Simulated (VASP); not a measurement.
Input of a VASP 6.6.1 run:

File INCAR:

```
SYSTEM = Zr
PREC = Accurate
ENCUT = 520
EDIFF = 1E-6
ISMEAR = 0
SIGMA = 0.017
LREAL = .FALSE.
LASPH = .TRUE.
NELM = 100
ALGO = Normal
ISIF = 2
LWAVE = .FALSE.
LCHARG = .TRUE.
GGA = PE
LELF = .TRUE.
LVHAR = .TRUE.
NBANDS = 19
```

Contents of KPOINTS:

```
Automatic mesh
0
G
  9 9 5
  0 0 0
```

File POSCAR:

```
Zr
1.0
    3.2320000000      0.0000000000      0.0000000000
   -1.6160000000      2.7989941050      0.0000000000
    0.0000000000      0.0000000000      5.1470000000
Zr
2
Direct
    0.6666666667      0.3333333333      0.7500000000
    0.3333333333      0.6666666667      0.2500000000
```

Potentials or basis: VASP PAW PBE potentials, release 64 (Zr_sv).

Run with:

```sh
$ cat potpaw_PBE.64/Zr_sv/POTCAR > POTCAR
$ mpirun -np 1 vasp_std > vasp.out
```

Problem. Estimate the pressure.

Solution. 0.6 GPa.

Problem. Predict the band gap on the k mesh.

Solution. Zero (band 12 reaches 9.85 eV, above the bottom of band 13 at 8.74 eV).

Stress tensor (GPa, compression positive):
```
0.25 0.00 0.00
0.00 0.25 0.00
0.00 0.00 1.35
```
